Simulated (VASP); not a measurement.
The system is ZrB.

```xyz
2
Lattice="0.0000 2.3250 2.3250 2.3250 0.0000 2.3250 2.3250 2.3250 0.0000" Properties=species:S:1:pos:R:3 pbc="T T T"
Zr    0.0000    0.0000    0.0000
B     2.3250    2.3250    2.3250
```

| Quantity | Value |
| --- | --- |
| Program | VASP 6.6.1 |
| Task | relaxation of cell and atoms |
| Functional | r2SCAN |
| Potentials or basis | VASP PAW PBE potentials, release 64 (Zr_sv, B) |
| Cutoff | 600 eV |
| k mesh | 10 × 10 × 10 |
| Occupations | fermi-dirac, width 0.05 eV |
| Spin | no spin polarisation |

At the start: pressure 36.6 GPa; volume 12.57 Å³/atom.

Question: Where does the relaxation end?

Answer: Over 18 steps the energy falls by 225.2 meV/atom and the volume is 14.82 Å³/atom (+17.9 %); space group Fm-3m (No. 225, to 0.1 Å) before and after.

The path:
```tsv
step	energy change (eV)	largest force (eV/Å)	pressure (GPa)	volume (Å³)
1	0.0000	0.0000	36.59	25.14
2	0.2048	0.0000	-23.47	37.09
3	-0.4494	0.0000	-1.29	29.88
4	-0.4503	0.0000	-0.22	29.68
5	-0.4503	0.0000	0.32	29.59
6	-0.4503	0.0000	0.32	29.59
7	-0.4503	0.0000	0.34	29.59
8	-0.4503	0.0000	0.29	29.59
9	-0.4503	0.0000	0.29	29.59
10	-0.4503	0.0000	0.29	29.59
11	-0.4503	0.0000	0.29	29.59
12	-0.4503	0.0000	0.29	29.59
13	-0.4503	0.0000	0.29	29.59
14	-0.4503	0.0000	0.29	29.59
15	-0.4503	0.0000	0.30	29.60
16	-0.4503	0.0000	0.21	29.60
17	-0.4503	0.0000	0.14	29.62
18	-0.4503	0.0000	-0.01	29.64
```

Final structure:
```
CELL_PARAMETERS angstrom
0.00000 2.45643 2.45643
2.45643 0.00000 2.45643
2.45643 2.45643 0.00000
ATOMIC_POSITIONS crystal
Zr 0.00000 0.00000 0.00000
B 0.50000 0.50000 0.50000
```

Caveat: the volume moved by over 15 % at a fixed basis, so the end points are rough; the PAW data sets were made with another functional, which shifts forces and pressure a little.
